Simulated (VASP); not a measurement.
# CsSn2 (R-3m) in VASP: further runs

CsSn2 is run at these levels: PBE; tasks: single point, relaxation of cell and atoms.

Program: VASP 6.6.1. These are calculated values, not measurements. Logs are shortened: lines on timing, memory, paths and dates and some standing lists are left out, and cuts for length are marked.

## 1. The cell of the first run

Symmetry: R-3m, No. 166, trigonal system. Conventional cell: a = 4.688 Å, b = 4.688 Å, c = 21.437 Å, α = 90.00°, β = 90.00°, γ = 120.00°. Cs (site symmetry -3m) has 8 Sn at 4.06 to 4.12 Å and 6 Cs at 4.69 Å within 5.3 Å. Sn (site symmetry 3m) has 3 Sn at 2.92 Å within 3.8 Å.

## 2. Single point, PBE

Input file INCAR:

```
SYSTEM = CsSn2
PREC = Accurate
ENCUT = 520
EDIFF = 1E-6
ISMEAR = 0
SIGMA = 0.1
LREAL = .False.
LASPH = .True.
NELM = 60
ALGO = Fast
ISIF = 2
LWAVE = .False.
LCHARG = .False.
GGA = PE
NBANDS = 26
```

Input file KPOINTS:

```
regular mesh
0
Gamma
  6 6 6
  0 0 0
```

Input file POSCAR:

```
CsSn2
1.0
    2.3441711938      1.3534078698      7.1458211635
   -2.3441711938      1.3534078698      7.1458211635
    0.0000000000     -2.7068157396      7.1458211635
Cs Sn
1 2
Direct
    0.0000000000      0.0000000000      0.0000000000
    0.8077344366      0.8077344366      0.8077344366
    0.1922655634      0.1922655634      0.1922655634
```

Potentials or basis: VASP PAW PBE potentials, release 64 (Cs_sv, Sn_d).

Started as:

```console
$ cat potpaw_PBE.64/Cs_sv/POTCAR potpaw_PBE.64/Sn_d/POTCAR > POTCAR
$ mpirun -np 1 vasp_std > vasp.out
```

OUTCAR:

```text
SYSTEM = CsSn2
   PREC = Accurate
   ENCUT = 520
   EDIFF = 1E-6
   ISMEAR = 0
   LREAL = .False.
   LASPH = .True.
   NELM = 60
   ISIF = 2
   GGA = PE

 ion  position               nearest neighbor table
   1  0.000  0.000  0.000-
   2  0.808  0.808  0.808-   3 2.92   3 2.92   3 2.92
   3  0.192  0.192  0.192-   2 2.92   2 2.92   2 2.92

  LATTYP: Found a trigonal (rhomboedric) cell.
 ALAT       =     7.6413095441
 COS(alpha) =     0.8117768404

  Lattice vectors:

 A1 = (   2.3441711938,   1.3534078698,   7.1458211635)
 A2 = (  -2.3441711938,   1.3534078698,   7.1458211635)
 A3 = (   0.0000000000,  -2.7068157396,   7.1458211635)

Analysis of symmetry for initial positions (statically):
=====================================================================
 Subroutine PRICEL returns:
 Original cell was already a primitive cell.

 Routine SETGRP: Setting up the symmetry group for a
 trigonal (rhombohedral) supercell.

 Subroutine GETGRP returns: Found 12 space group operations
 (whereof 12 operations were pure point group operations)
 out of a pool of 12 trial point group operations.

The static configuration has the point symmetry D_3d.

Analysis of symmetry for dynamics (positions and initial velocities):
=====================================================================
 Subroutine PRICEL returns:
 Original cell was already a primitive cell.

 Routine SETGRP: Setting up the symmetry group for a
 trigonal (rhombohedral) supercell.

 Subroutine GETGRP returns: Found 12 space group operations
 (whereof 12 operations were pure point group operations)
 out of a pool of 12 trial point group operations.

The dynamic configuration has the point symmetry D_3d.

 Subroutine INISYM returns: Found 12 space group operations
 (whereof 12 operations are pure point group operations),
 and found     1 'primitive' translations

----------------------------------------------------------------------------------------

                                     Primitive cell

  volume of cell :     136.0258

  direct lattice vectors                    reciprocal lattice vectors
     2.344171194  1.353407870  7.145821163     0.213295002  0.123145927  0.046647310
    -2.344171194  1.353407870  7.145821163    -0.213295002  0.123145927  0.046647310
     0.000000000 -2.706815740  7.145821163     0.000000000 -0.246291854  0.046647310

  length of vectors
     7.641309544  7.641309544  7.641309544     0.250670399  0.250670399  0.250670399

[... 81 lines left out ...]
   NELM   =     60;   NELMIN=  2; NELMDL= -5     # of ELM steps
   EDIFF  = 0.1E-05   stopping-criterion for ELM
   LREAL  =      F    real-space projection
   EDIFFG = 0.1E-04   stopping-criterion for IOM
   NSW    =      0    number of steps for IOM
   IBRION =     -1    ionic relax: 0-MD 1-quasi-New 2-CG
   NFREE  =      0    steps in history (QN), initial steepest desc. (CG)
   ISIF   =      2    stress and relaxation
   ISYM   =      2    0-nonsym 1-usesym 2-fastsym
   POTIM  = 0.5000    time-step for ionic-motion
   TEBEG  =    0.0;   TEEND  =   0.0 temperature during run
   PSTRESS=    0.0 pullay stress
   NELECT =      37.0000    total number of electrons
   NUPDOWN=      -1.0000    fix difference up-down
   EMIN   =  10.00;   EMAX   =-10.00  energy-range for DOS
   EFERMI =   0.00;   METHOD = LEGACY
   ISMEAR =     0;   SIGMA  =   0.10  broadening in eV -4-tet -1-fermi 0-gaus
   EFERMI_NEDOS =   21; number of points for ismear=-14 and -15
   IALGO  =     68    algorithm
   IMIX   =      4    mixing-type and parameters
     AMIX     =   0.40;   BMIX     =  1.00
     AMIX_MAG =   1.60;   BMIX_MAG =  1.00
  volume/ion in A,a.u.               =      45.34       305.98
  Fermi-wavevector in a.u.,A,eV,Ry     =   1.060722  2.004474 15.308340  1.125131
  Thomas-Fermi vector in A             =   2.196113
   LORBIT       =      0    0 simple, 1 ext, 2 COOP (PROOUT), +10 PAW based schemes
   GGA     = PE    functional components
   LHFCALC =     F    Hartree Fock is set to
   AEXX    =    0.0000 exact exchange contribution
   IVDW    =     0    specifies the selected vdW correction
   LEPSILON=     F    determine dielectric tensor
   LRPA    =     F    only Hartree local field effects (RPA)
 non-spin polarized calculation
 RMM-DIIS sequential band-by-band and
 Gauss-broadening in eV      SIGMA  =   0.10
  energy-cutoff  :      520.00
  volume of cell :      136.03
 maximum number of plane-waves:      3678
 NGX is ok and might be reduce to    60
   NGX = 29   NGY = 29   NGZ = 29

 number of electron      37.0000001 magnetization

 Free energy of the ion-electron system (eV)
  ---------------------------------------------------
  ext. energy  EPLUGINS =         0.00000000
  ---------------------------------------------------
  free energy    TOTEN  =        -8.93487985 eV

  energy without entropy =       -8.92058723  energy(sigma->0) =       -8.92773354

 E-fermi :   3.2240     XC(G=0):  -7.8900

 val. band max:        3.1914935979   @ k =   0.1667   0.1667   0.1667
 cond. band min:       3.2281813679   @ k =  -0.3333   0.3333   0.3333
 fundamental gap:      0.0366877700
 Fermi energy:         3.2240171742

 k-point     1 :       0.0000    0.0000    0.0000
  band No.  band energies     occupation
      1     -19.4923      2.00000
      2     -17.8363      2.00000
      3     -17.8363      2.00000
      4     -17.7441      2.00000
      5     -17.7441      2.00000
      6     -17.6844      2.00000
[... 685 lines left out ...]
     25       8.1634      0.00000
     26       9.3186      0.00000

 [... further k-points ...]

------------------------ aborting loop because EDIFF is reached ----------------------------------------

  FORCE on cell =-STRESS in cart. coord.  units (eV):
  Direction    XX          YY          ZZ          XY          YZ          ZX
  --------------------------------------------------------------------------------------
  -------------------------------------------------------------------------------------
  Total        0.0409630      0.0409630     -0.0981486      0.0000000     -0.0000000     -0.0000000
  in kB        0.4824816      0.4824816     -1.1560416      0.0000000     -0.0000000     -0.0000000
  external PRESSURE =      -0.0636928 kB  Pullay stress =       0.0000000 kB

 VOLUME and BASIS-vectors are now :
 -----------------------------------------------------------------------------
  energy-cutoff  :      520.00
  volume of cell :      136.03
      direct lattice vectors                 reciprocal lattice vectors
     2.344171194  1.353407870  7.145821163     0.213295002  0.123145927  0.046647310
    -2.344171194  1.353407870  7.145821163    -0.213295002  0.123145927  0.046647310
     0.000000000 -2.706815740  7.145821163     0.000000000 -0.246291854  0.046647310

 POSITION                                       TOTAL-FORCE (eV/Angst)
 -----------------------------------------------------------------------------------
      0.00000      0.00000      0.00000         0.000000      0.000000     -0.000000
      0.00000      0.00000     17.31578         0.000000      0.000000     -0.000669
      0.00000      0.00000      4.12169         0.000000     -0.000000      0.000669
 -----------------------------------------------------------------------------------
    total drift:                                0.000000     -0.000000      0.000000

  FREE ENERGIE OF THE ION-ELECTRON SYSTEM (eV)
  ---------------------------------------------------
  free  energy   TOTEN  =        -8.9348798512 eV

  energy  without entropy=       -8.9205872258  energy(sigma->0) =       -8.92773354
```

OSZICAR:

```text
N       E                     dE             d eps       ncg     rms          rms(c)
DAV:   1     0.320966043257E+03    0.32097E+03   -0.17847E+04  1686   0.162E+03
DAV:   2     0.331155303582E+02   -0.28785E+03   -0.28027E+03  1704   0.403E+02
DAV:   3    -0.734248871258E+01   -0.40458E+02   -0.40020E+02  2066   0.146E+02
DAV:   4    -0.916404131629E+01   -0.18216E+01   -0.18185E+01  1972   0.338E+01
DAV:   5    -0.921276477183E+01   -0.48723E-01   -0.48717E-01  2194   0.567E+00    0.271E+00
RMM:   6    -0.901927948870E+01    0.19349E+00   -0.10527E-01  2034   0.168E+00    0.162E+00
RMM:   7    -0.893223765997E+01    0.87042E-01   -0.33359E-01  2267   0.258E+00    0.427E-01
RMM:   8    -0.893124852070E+01    0.98914E-03   -0.26287E-02  2553   0.101E+00    0.257E-01
RMM:   9    -0.893452370664E+01   -0.32752E-02   -0.83839E-03  2173   0.492E-01    0.842E-02
RMM:  10    -0.893473864829E+01   -0.21494E-03   -0.27180E-03  2556   0.263E-01    0.437E-02
RMM:  11    -0.893484048296E+01   -0.10183E-03   -0.73399E-04  2413   0.135E-01    0.174E-02
RMM:  12    -0.893487562566E+01   -0.35143E-04   -0.18337E-04  2592   0.722E-02    0.543E-03
RMM:  13    -0.893487943207E+01   -0.38064E-05   -0.30913E-05  2273   0.293E-02    0.340E-03
RMM:  14    -0.893487985120E+01   -0.41913E-06   -0.47943E-06  1888   0.147E-02
   1 F= -.89348799E+01 E0= -.89277335E+01  d E =-.142926E-01
```

stdout:

```text
POSCAR found type information on POSCAR CsSn
 POSCAR found :  2 types and       3 ions
 scaLAPACK will be used
 LDA part: xc-table for (Slater+PW92), standard interpolation
 POSCAR, INCAR and KPOINTS ok, starting setup
 FFT: planning ... GRIDC
 FFT: planning ... GRID_SOFT
 FFT: planning ... GRID
 WAVECAR not read
 entering main loop
```

Wall time 6.5 min (1 thread of Intel Xeon Platinum 8259CL at 2.50GHz (Skylake/Cascade Lake), shared host); peak memory 0.53 GiB.

What came out:

| Item | Value |
| --- | --- |
| Free energy | -8.9349 eV |
| Pressure | 0.0 GPa |
| Band gap on the k mesh | zero (an odd number of electrons rules out a gap without spin polarisation) |

Stress tensor (GPa, compression positive):
```
 0.05  0.00  0.00
 0.00  0.05  0.00
 0.00  0.00 -0.12
```

Levels at points of the mesh, in eV from the Fermi level:
```tsv
k point	band 14	band 15	band 16	band 17	band 18	band 19	band 20	band 21	band 22	band 23
(0.00, 0.00, 0.00)	-9.41	-8.93	-3.52	-0.39	-0.06	-0.06	0.84	3.07	3.07	3.80
(0.50, 0.00, 0.00)	-9.45	-7.43	-5.90	-1.24	-1.22	-0.61	1.32	1.49	4.13	4.47
(0.50, 0.50, 0.00)	-9.50	-7.24	-6.01	-1.78	-1.14	-0.04	1.05	2.47	3.30	3.79
(0.50, 0.50, 0.50)	-9.41	-8.43	-3.99	0.05	0.05	0.20	1.48	1.51	2.59	2.59
```

Caveat: spin-orbit coupling is left out, which moves the levels of the heavy elements.

## 3. Relaxation of cell and atoms, PBE

This run uses another cell than the first one, of 33.41 Å³/atom.

Input file INCAR:

```
SYSTEM = CsSn2
  PREC = Accurate
  ENCUT = 600
  EDIFF = 1E-6
  ISMEAR = 0
  SIGMA = 0.1
  LREAL = .False.
  LASPH = .True.
  NELM = 60
  ALGO = Normal
  ISIF = 3
  LWAVE = .False.
  LCHARG = .False.
  GGA = PE
  IBRION = 2
  NSW = 90
  EDIFFG = -0.04
```

Input file KPOINTS:

```
Automatic mesh
0
Gamma
  6 6 6
  0 0 0
```

Input file POSCAR:

```
CsSn2
1.0
    2.1239034345      1.2262362197      6.4147316941
   -2.1239034345      1.2262362197      6.4147316941
    0.0000000000     -2.4524724393      6.4147316941
Cs Sn
1 2
Direct
    0.0000000000      0.0000000000      0.0000000000
    0.7500000000      0.7500000000      0.7500000000
    0.2500000000      0.2500000000      0.2500000000
```

Potentials or basis: VASP PAW PBE potentials, release 64 (Cs_sv, Sn_d).

Started as:

```console
$ cat potpaw_PBE.64/Cs_sv/POTCAR potpaw_PBE.64/Sn_d/POTCAR > POTCAR
$ mpirun -np 1 vasp_std > vasp.out
```

OUTCAR:

```text
SYSTEM = CsSn2
   PREC = Accurate
   ENCUT = 600
   EDIFF = 1E-6
   ISMEAR = 0
   LREAL = .False.
   LASPH = .True.
   NELM = 60
   ISIF = 3
   GGA = PE
   IBRION = 2
   NSW = 90
   EDIFFG = -0.04

 ion  position               nearest neighbor table
   1  0.000  0.000  0.000-   2 2.93   2 2.93   3 2.93   3 2.93   2 2.93   3 2.93
   2  0.750  0.750  0.750-   1 2.93   1 2.93   1 2.93
   3  0.250  0.250  0.250-   1 2.93   1 2.93   1 2.93

  LATTYP: Found a trigonal (rhomboedric) cell.
 ALAT       =     6.8675617051
 COS(alpha) =     0.8087090651

  Lattice vectors:

 A1 = (   2.1239034345,   1.2262362197,   6.4147316941)
 A2 = (  -2.1239034345,   1.2262362197,   6.4147316941)
 A3 = (   0.0000000000,  -2.4524724393,   6.4147316941)

Analysis of symmetry for initial positions (statically):
=====================================================================
 Subroutine PRICEL returns:
 Original cell was already a primitive cell.

 Routine SETGRP: Setting up the symmetry group for a
 trigonal (rhombohedral) supercell.

 Subroutine GETGRP returns: Found 12 space group operations
 (whereof 12 operations were pure point group operations)
 out of a pool of 12 trial point group operations.

The static configuration has the point symmetry D_3d.

Analysis of symmetry for dynamics (positions and initial velocities):
=====================================================================
 Subroutine PRICEL returns:
 Original cell was already a primitive cell.

[... 262 lines left out ...]
  ---------------------------------------------------
  free  energy   TOTEN  =        -5.5030130720 eV

  energy  without entropy=       -5.4782865593  energy(sigma->0) =       -5.49064982

 E-fermi :   4.3941     XC(G=0):  -8.7243

 val. band max:        4.3898123600   @ k =  -0.3333  -0.3333   0.1667
 cond. band min:       4.3982226753   @ k =  -0.1667   0.3333   0.1667
 fundamental gap:      0.0084103153
 Fermi energy:         4.3941182221

 k-point     1 :       0.0000    0.0000    0.0000
  band No.  band energies     occupation
      1     -18.2123      2.00000
      2     -16.9973      2.00000
      3     -16.9738      2.00000
      4     -16.9738      2.00000
      5     -16.9725      2.00000
      6     -16.9725      2.00000
[... 589 lines left out ...]
     21       7.6939      0.00000
     22       7.8606      0.00000

 [... further k-points ...]

[... ionic steps 4 to 22 ...]

--------------------------------------- Ionic step       23  -------------------------------------------

 number of electron      37.0000002 magnetization

------------------------ aborting loop because EDIFF is reached ----------------------------------------
[... 69 lines left out ...]
--------------------------------------- Ionic step       25  -------------------------------------------

 number of electron      37.0000000 magnetization

 Free energy of the ion-electron system (eV)
  ---------------------------------------------------
  ext. energy  EPLUGINS =         0.00000000
  ---------------------------------------------------
  free energy    TOTEN  =        -8.92835629 eV

  energy without entropy =       -8.91430718  energy(sigma->0) =       -8.92133174

 E-fermi :   3.1931     XC(G=0):  -7.8411

 val. band max:        3.1855207519   @ k =   0.1667  -0.0000   0.0000
 cond. band min:       3.2012920095   @ k =   0.3333   0.3333   0.3333
 fundamental gap:      0.0157712576
 Fermi energy:         3.1930901138

 k-point     1 :       0.0000    0.0000    0.0000
  band No.  band energies     occupation
      1     -19.5400      2.00000
      2     -17.8837      2.00000
      3     -17.8837      2.00000
      4     -17.7976      2.00000
      5     -17.7976      2.00000
      6     -17.7330      2.00000
[... 621 lines left out ...]
  FREE ENERGIE OF THE ION-ELECTRON SYSTEM (eV)
  ---------------------------------------------------
  free  energy   TOTEN  =        -8.9283562909 eV

  energy  without entropy=       -8.9143071822  energy(sigma->0) =       -8.92133174

 reached required accuracy - stopping structural energy minimisation
```

OSZICAR:

```text
N       E                     dE             d eps       ncg     rms          rms(c)
DAV:   1     0.353869544227E+03    0.35387E+03   -0.20302E+04  1408   0.239E+03
DAV:   2     0.438967004127E+02   -0.30997E+03   -0.30596E+03  1414   0.538E+02
DAV:   3    -0.822271648341E+00   -0.44719E+02   -0.44164E+02  1780   0.176E+02
DAV:   4    -0.309379963689E+01   -0.22715E+01   -0.22521E+01  1558   0.409E+01
[... 258 lines left out ...]
DAV:   2    -0.893056507283E+01    0.58038E-02   -0.17354E-02  1714   0.189E+00    0.246E-01
DAV:   3    -0.892839438753E+01    0.21707E-02   -0.70383E-03  1860   0.105E+00    0.521E-02
DAV:   4    -0.892836149039E+01    0.32897E-04   -0.11380E-03  1630   0.356E-01    0.244E-02
DAV:   5    -0.892835656175E+01    0.49286E-05   -0.51109E-05  2084   0.626E-02    0.150E-02
DAV:   6    -0.892835629088E+01    0.27088E-06   -0.71402E-06  1708   0.237E-02
  25 F= -.89283563E+01 E0= -.89213317E+01  d E =-.737462E-03
```

CONTCAR:

```text
CsSn2
   1.00000000000000
     2.3635987648721120    1.3646243832234008    7.0962452925163007
    -2.3635987648721120    1.3646243832234008    7.0962452925163007
     0.0000000000000000   -2.7292487663300675    7.0962452925161799
  Cs              Sn
     1     2
Direct
     0.0000000000000000    0.0000000000000000    0.0000000000000000
     0.8087928278570475    0.8087928278570475    0.8087928278570981
     0.1912071721429524    0.1912071721429524    0.1912071721429020

  0.00000000E+00  0.00000000E+00  0.00000000E+00
  0.00000000E+00  0.00000000E+00  0.00000000E+00
  0.00000000E+00  0.00000000E+00  0.00000000E+00
```

Wall time 70 min (1 thread of Intel Xeon Platinum 8259CL at 2.50GHz (Skylake/Cascade Lake), shared host); peak memory 0.51 GiB.

What came out:

```yaml
Free_energy: -8.9284 eV
Relaxed_volume: 45.78 Å³/atom
Relaxed_cell: a = 7.603 Å, b = 7.603 Å, c = 7.603 Å, α = 36.22°, β = 36.22°, γ = 36.22°
Space_group_after_relaxing_to_0.1_Å: R-3m (No. 166)
Energy_gained_by_relaxing: 2032.9 meV/atom
Ionic_steps: 25
Pressure_after_relaxing: 0.0 GPa
Largest_force_after_relaxing: 0.024 eV/Å
Band_gap_on_the_k_mesh: zero (an odd number of electrons rules out a gap without spin polarisation)
```

Forces on the atoms (eV/Å):
```
Cs   0.000  0.000  0.000
Sn   0.000  0.000 -0.024
Sn   0.000  0.000  0.024
```

Stress tensor (GPa, compression positive):
```
-0.03  0.00  0.00
 0.00 -0.03  0.00
 0.00  0.00  0.07
```

The path:
```tsv
step	energy change (eV)	largest force (eV/Å)	pressure (GPa)	volume (Å³)
1	0.0000	3.4655	14.84	100.24
2	-2.5937	1.8352	0.08	152.07
3	-2.6734	1.7025	-0.61	161.10
4	-2.7139	1.4756	-1.52	180.21
5	-2.7162	1.5585	-1.23	172.75
6	-3.1294	1.8754	-1.49	166.61
7	-4.4236	1.7675	-1.37	148.23
8	-3.1410	2.7004	9.50	111.57
9	-4.4134	1.6811	-0.54	139.55
10	-4.7308	0.7977	1.52	125.55
11	-5.0389	0.1422	1.75	127.23
12	-5.1558	0.7496	2.14	128.79
13	-5.5508	0.7552	1.16	134.43
14	-5.7547	1.0149	0.13	148.90
15	-5.8312	0.9766	0.15	145.06
16	-5.8332	0.9708	0.16	144.70
17	-5.9215	0.8683	0.03	144.02
18	-6.0768	0.1528	-0.37	141.99
19	-6.0837	0.1078	-0.51	141.38
20	-6.0840	0.0622	-0.49	141.49
21	-6.0968	0.0046	-0.07	138.20
22	-6.0980	0.0325	0.07	137.04
23	-6.0980	0.0433	0.13	136.76
24	-6.0980	0.0394	0.10	136.85
25	-6.0988	0.0235	0.00	137.33
```

Final structure:
```xyz
3
Lattice="2.3636 1.3646 7.0962 -2.3636 1.3646 7.0962 0.0000 -2.7292 7.0962" Properties=species:S:1:pos:R:3 pbc="T T T"
Cs    0.0000    0.0000    0.0000
Sn    0.0000    0.0000   17.2182
Sn    0.0000    0.0000    4.0706
```

Caveat: the volume moved by over 15 % at a fixed basis, so the end points are rough; spin-orbit coupling is left out, which moves the levels of the heavy elements.

The gap in the log of VASP goes by the Fermi energy; the results here count the filled bands.